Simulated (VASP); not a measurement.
Set up this calculation in VASP 6.6.1, as the native input.

| Item | Value |
| --- | --- |
| Task | single point |
| Functional | PBE |
| Potentials or basis | VASP PAW PBE potentials, release 64 (P) |
| Cutoff | 520 eV |
| k mesh | 8 × 4 × 4 |
| Occupations | gaussian, width 0.2 eV |
| Spin | no spin polarisation |
| Dipole correction | no |
| Further INCAR settings | ALGO = Normal; EDIFF = 1e-07; NBANDS = 18 |

The structure of P lies in POSCAR:

```
P
1.0
    2.4615759091     -0.0004108670      0.0002781047
   -0.0013635380      4.8840408815     -0.0002439661
    0.0008116063     -0.0002549948      4.8850805841
P
4
Direct
   -0.0000650120     -0.0064744545     -0.0060158682
    0.0000302229     -0.0060762996      0.5060727326
    1.0001832423      0.5065250013     -0.0065524683
    0.9998515468      0.5060257527      0.5064956039
```

These files were run (other wordings do the same):

INCAR

```
PREC = Accurate
ENCUT = 520
EDIFF = 1E-7
ISMEAR = 0
SIGMA = 0.2
LREAL = F
LASPH = T
NELM = 80
ALGO = Normal
ISIF = 2
LWAVE = F
LCHARG = T
GGA = PE
LELF = T
LVHAR = T
NBANDS = 18
```

KPOINTS

```
Automatic mesh
0
Gamma
  8 4 4
```

Potentials or basis: VASP PAW PBE potentials, release 64 (P).

Launch:

```sh
$ cat potpaw_PBE.64/P/POTCAR > POTCAR
$ mpirun -np 1 vasp_std > vasp.out
```

Results of the run:

| Property | Result |
| --- | --- |
| Pressure | -0.2 GPa |
| Largest force | 0.016 eV/Å |
| Band gap on the k mesh | zero (band 10 reaches 14.24 eV, above the bottom of band 11 at 6.68 eV) |

Run time: 39 s on 1 thread of Intel(R) Xeon(R) Platinum 8375C CPU @ 2.90GHz (Ice Lake), on a shared host, peak memory 0.18 GiB.
